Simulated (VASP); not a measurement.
SbRu2:

```
Sb Ru
1.0
    -1.74224    1.74224    4.27394
     1.74224   -1.74224    4.27394
     1.74224    1.74224   -4.27394
Sb Ru
1 2
Cartesian
  0.0000 0.0000 0.0000
  0.0000 0.0000 5.6843
  0.0000 0.0000 2.8635
```

| Quantity | Value |
| --- | --- |
| Program | VASP 6.6.1 |
| Task | relaxation of cell and atoms |
| Functional | PBE |
| Potentials or basis | VASP PAW PBE potentials, release 64 (Sb, Ru_pv) |
| Cutoff | 600 eV |
| k mesh | 8 × 8 × 8 |
| Occupations | gaussian, width 0.1 eV |
| Spin | no spin polarisation |

At the start: pressure -8.9 GPa; volume 17.30 Å³/atom.

Task: Where does the relaxation end?

Result: Over 26 steps the energy falls by 38.4 meV/atom and the volume is 16.70 Å³/atom (-3.5 %); space group I4/mmm (No. 139, to 0.1 Å) before and after.

Step by step:
| step | energy change (eV) | largest force (eV/Å) | pressure (GPa) | volume (Å³) |
| --- | --- | --- | --- | --- |
| 1 | 0.0000 | 0.0018 | -8.91 | 51.89 |
| 2 | 0.1722 | 0.1878 | 21.29 | 44.99 |
| 3 | -0.0821 | 0.0813 | -0.18 | 49.22 |
| 4 | -0.0821 | 0.0826 | 0.05 | 49.16 |
| 5 | -0.0821 | 0.0844 | 0.26 | 49.11 |
| 6 | -0.0838 | 0.0389 | 0.28 | 49.12 |
| 7 | -0.0865 | 0.0633 | 0.43 | 49.15 |
| 8 | -0.0866 | 0.2904 | 1.02 | 49.20 |
| 9 | -0.0876 | 0.1582 | 0.66 | 49.18 |
| 10 | -0.0888 | 0.1803 | 0.38 | 49.28 |
| 11 | -0.0921 | 0.2422 | -0.39 | 49.60 |
| 12 | -0.0970 | 0.3311 | -1.67 | 50.23 |
| 13 | -0.0909 | 0.3235 | -3.41 | 51.45 |
| 14 | -0.0979 | 0.3450 | -2.06 | 50.44 |
| 15 | -0.0986 | 0.3449 | -2.04 | 50.47 |
| 16 | -0.1006 | 0.3426 | -2.04 | 50.55 |
| 17 | -0.1032 | 0.3216 | -1.96 | 50.71 |
| 18 | -0.1000 | 0.2298 | -1.58 | 51.01 |
| 19 | -0.1036 | 0.3079 | -1.90 | 50.77 |
| 20 | -0.1050 | 0.3005 | -1.63 | 50.68 |
| 21 | -0.1083 | 0.2772 | -0.78 | 50.42 |
| 22 | -0.1103 | 0.2278 | 1.02 | 49.88 |
| 23 | -0.1103 | 0.2368 | 0.73 | 49.97 |
| 24 | -0.1114 | 0.2081 | 0.63 | 49.99 |
| 25 | -0.1138 | 0.1271 | 0.41 | 50.02 |
| 26 | -0.1153 | 0.0234 | 0.01 | 50.10 |

Final structure:
```yaml
crystal:
  lattice:
    - [-1.77742, 1.77742, 3.96421]
    - [1.77742, -1.77742, 3.96421]
    - [1.77742, 1.77742, -3.96421]
  atoms:
    - { symbol: Sb, position: [0.00000, 0.00000, 0.00000] }
    - { symbol: Ru, position: [0.66633, 0.66633, 0.00000] }
    - { symbol: Ru, position: [0.33367, 0.33367, 0.00000] }
```
